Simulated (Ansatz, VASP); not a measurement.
**Two plane-wave programs on CsLi2**

The input INCAR:

```
PREC = Accurate
ENCUT = 600
EDIFF = 1E-6
ISMEAR = -1
SIGMA = 0.05
LREAL = False
LASPH = True
NELM = 80
ALGO = Fast
ISIF = 3
LWAVE = False
LCHARG = False
GGA = PE
IBRION = 2
NSW = 60
EDIFFG = -0.02
```

Contents of KPOINTS:

```
Automatic mesh
0
Gamma
  8 8 3
```

POSCAR

```
CsLi2
1.0
    3.9663300000      0.0000000000      0.0000000000
   -1.9831700000      3.4349500000      0.0000000000
    0.0000000000      0.0000000000     10.0283800000
Cs Li
1 2
Direct
    0.0000000000      0.0000000000      0.0000000000
    0.3333300000      0.6666700000      0.3486300000
    0.3333300000      0.6666700000      0.6513700000
```

Contents of input.yaml:

```yaml
crystal:
  lattice:
    - [3.96633, 0.0, 0.0]
    - [-1.98317, 3.43495, 0.0]
    - [0.0, 0.0, 10.02838]
  atoms:
    - { symbol: Cs, position: [0.0, 0.0, 0.0] }
    - { symbol: Li, position: [0.33333, 0.66667, 0.34863] }
    - { symbol: Li, position: [0.33333, 0.66667, 0.65137] }
hamiltonian:
  xc: pbe
  pseudopotentials: { kind: paw }
kpoints:
  mp_grid: { grid: [8, 8, 3] }
scf:
  occupations: { method: fermi_dirac, width: 0.05 }
output:
  forces: true
  stress: true
  eigenvalues: true
  write_density: true
  write_potential: true
  elf: true
  volumetric_format: npy
relax:
  f_tol: 0.01
  max_steps: 40
  cell: { stress_tol: 0.05 }
```

Alike in both runs: task relaxation of cell and atoms; functional PBE; k mesh 8 × 8 × 3; occupations fermi-dirac, width 0.05 eV; no spin polarisation.

|  | VASP | Ansatz |
| --- | --- | --- |
| version | VASP 6.6.1 | Ansatz 0.2.0 |
| potentials or method | VASP PAW PBE potentials, release 64 (Cs_sv_GW, Li_GW) | Ansatz PAW |
| plane-wave cutoff (eV) | 600 | 420 |
| valence electrons in the cell | 11 | 15 |

Ansatz gave:

| Property | Result |
| --- | --- |
| gap on the k mesh at the Fermi level, each at its own relaxed structure (eV) | none |
| relaxed volume (Å³/atom) | 45.48 |
| relaxed cell length with the largest relative difference (Å) | 9.940 |

Task: What did VASP give for the same quantities?

Result: gap on the k mesh at the Fermi level, each at its own relaxed structure (eV): none; relaxed volume (Å³/atom): 45.38; relaxed cell length with the largest relative difference (Å): 9.971.

A gap of «none» marks a metal or a gap that the smearing closes. VASP's potentials hold 11 valence electrons a cell and Ansatz's 15, so a difference there can come from the potentials and not from the codes.

Spin-orbit coupling is off throughout. Noted on Ansatz's run: the plane-wave basis is chosen anew once the cell has moved, so the energies of steps on either side of that aren't comparable.
